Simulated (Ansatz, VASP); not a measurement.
## One calculation of HgTe, two programs

The input INCAR:

```
PREC     = Accurate       # precision mode
ENCUT    = 400            # plane-wave cutoff, eV
EDIFF    = 1E-8           # SCF threshold, eV
ISMEAR   = -1             # smearing method
SIGMA    = 0.08           # smearing width, eV
LREAL    = False          # projectors in reciprocal space
LASPH    = True           # aspherical terms in the spheres
NELM     = 120            # most SCF steps
ALGO     = Normal         # electronic algorithm
ISIF     = 2              # what is computed and relaxed
LWAVE    = False          # write WAVECAR
LCHARG   = False          # write CHGCAR
LEFG     = True         
NBANDS   = 16             # bands
GGA_COMPAT= False
```

File KPOINTS:

```
regular mesh
0
Gamma
  10 10 10
```

Contents of POSCAR:

```
HgTe
1.0
    0.0000000000      2.9215000000      2.9215000000
    2.9215000000      0.0000000000      2.9215000000
    2.9215000000      2.9215000000      0.0000000000
Hg Te
1 1
Direct
    0.0000000000      0.0000000000      0.0000000000
    0.5000000000      0.5000000000      0.5000000000
```

Input for Ansatz:

```yaml
crystal:
  lattice:
    - [0.0, 2.9215, 2.9215]
    - [2.9215, 0.0, 2.9215]
    - [2.9215, 2.9215, 0.0]
  atoms:
    - { symbol: Hg, position: [0.0, 0.0, 0.0] }
    - { symbol: Te, position: [0.5, 0.5, 0.5] }
kpoints:
  mp_grid: { grid: [10, 10, 10] }
  band_path:
    path:
      - [0.0, 0.0, 0.0]
      - [0.5, 0.0, 0.5]
      - [0.625, 0.25, 0.625]
      - [0.375, 0.375, 0.75]
      - [0.0, 0.0, 0.0]
      - [0.5, 0.5, 0.5]
      - [0.5, 0.25, 0.75]
      - [0.5, 0.0, 0.5]
    npoints: 8
scf:
  occupations: { method: fermi_dirac, width: 0.08 }
hamiltonian:
  xc: lda
  pseudopotentials: { kind: all_electron, datasets: crystal }
output:
  forces: true
  stress: true
  eigenvalues: true
  efg: { contact_densities: true }
```

Alike in both runs: task electric field gradients; functional LDA; k mesh 10 × 10 × 10; occupations fermi-dirac, width 0.08 eV; no spin polarisation.

|  | VASP | Ansatz |
| --- | --- | --- |
| version | VASP 6.6.1 | Ansatz 0.2.0 |
| potentials or method | VASP PAW LDA potentials, release 64 (Hg, Te), cutoff 400 eV | all-electron PAW with datasets made for the crystal, scalar-relativistic |

VASP gave:

- pressure (GPa): 4.4

Task: Which values does Ansatz return?

Result: Pressure (GPa): 3.9.

LDA's correlation is that of Perdew and Zunger in VASP and of Perdew and Wang (1992) in Ansatz. Ansatz ran all-electron here, and VASP with PAW potentials.

Neither program's run includes spin-orbit coupling.
